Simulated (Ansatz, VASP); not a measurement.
**FeSi in VASP and in Ansatz**

INCAR

```
PREC     = Accurate       # precision mode
ENCUT    = 520            # plane-wave cutoff, eV
EDIFF    = 1E-6           # SCF threshold, eV
ISMEAR   = 0              # smearing method
SIGMA    = 0.01           # smearing width, eV
LREAL    = F              # projectors in reciprocal space
LASPH    = T              # aspherical terms in the spheres
NELM     = 100            # most SCF steps
ALGO     = Normal         # electronic algorithm
ISIF     = 2              # what is computed and relaxed
LWAVE    = F              # write WAVECAR
LCHARG   = F              # write CHGCAR
GGA      = PE             # functional
IBRION   = 2              # ionic algorithm
NSW      = 50             # ionic steps
EDIFFG   = -0.01          # ionic threshold
```

Contents of KPOINTS:

```
Automatic mesh
0
Gamma
  8 8 8
```

File POSCAR:

```
FeSi
1.0
    4.3571692730      0.0000000000      0.0000000000
    0.0000000000      4.3571692730      0.0000000000
    0.0000000000      0.0000000000      4.3571692730
Fe Si
4 4
Direct
    0.1373215760      0.1373215760      0.1373215760
    0.3626784240      0.8626784240      0.6373215760
    0.6373215760      0.3626784240      0.8626784240
    0.8626784240      0.6373215760      0.3626784240
    0.8413173749      0.8413173749      0.8413173749
    0.6586826251      0.1586826251      0.3413173749
    0.3413173749      0.6586826251      0.1586826251
    0.1586826251      0.3413173749      0.6586826251
```

Input for Ansatz:

```yaml
crystal:
  lattice:
    - [4.357169273, 0.0, 0.0]
    - [0.0, 4.357169273, 0.0]
    - [0.0, 0.0, 4.357169273]
  atoms:
    - { symbol: Fe, position: [0.137321576, 0.137321576, 0.137321576] }
    - { symbol: Fe, position: [0.362678424, 0.862678424, 0.637321576] }
    - { symbol: Fe, position: [0.637321576, 0.362678424, 0.862678424] }
    - { symbol: Fe, position: [0.862678424, 0.637321576, 0.362678424] }
    - { symbol: Si, position: [0.8413173749, 0.8413173749, 0.8413173749] }
    - { symbol: Si, position: [0.6586826251, 0.1586826251, 0.3413173749] }
    - { symbol: Si, position: [0.3413173749, 0.6586826251, 0.1586826251] }
    - { symbol: Si, position: [0.1586826251, 0.3413173749, 0.6586826251] }
basis:
  ecutwfc: 420
kpoints:
  mp_grid: { grid: [8, 8, 8] }
hamiltonian:
  xc: pbe
scf:
  occupations: { method: gaussian, width: 0.01 }
output:
  forces: true
  stress: true
  eigenvalues: true
relax:
  adjacent_minimum: "off"
  f_tol: 0.01
  max_steps: 30
```

Alike in both runs: task relaxation of the atoms; functional PBE; k mesh 8 × 8 × 8; occupations gaussian, width 0.01 eV; no spin polarisation.

```csv
,VASP,Ansatz
version,VASP 6.6.1,Ansatz 0.2.0
potentials or method,"VASP PAW PBE potentials, release 64 (Fe, Si), cutoff 520 eV","scalar-relativistic, plane waves, PAW"
valence electrons in the cell,48,80
```

Ansatz gave:

```
gap on the k mesh at the Fermi level, each at its own relaxed structure (eV) : 0.16
```

Q: What did VASP give for the same quantities?

A: gap on the k mesh at the Fermi level, each at its own relaxed structure (eV): 0.15.

VASP's potentials hold 48 valence electrons a cell and Ansatz's 80, so a difference there can come from the potentials and not from the codes. Ansatz's warnings: stress scf threshold loose.
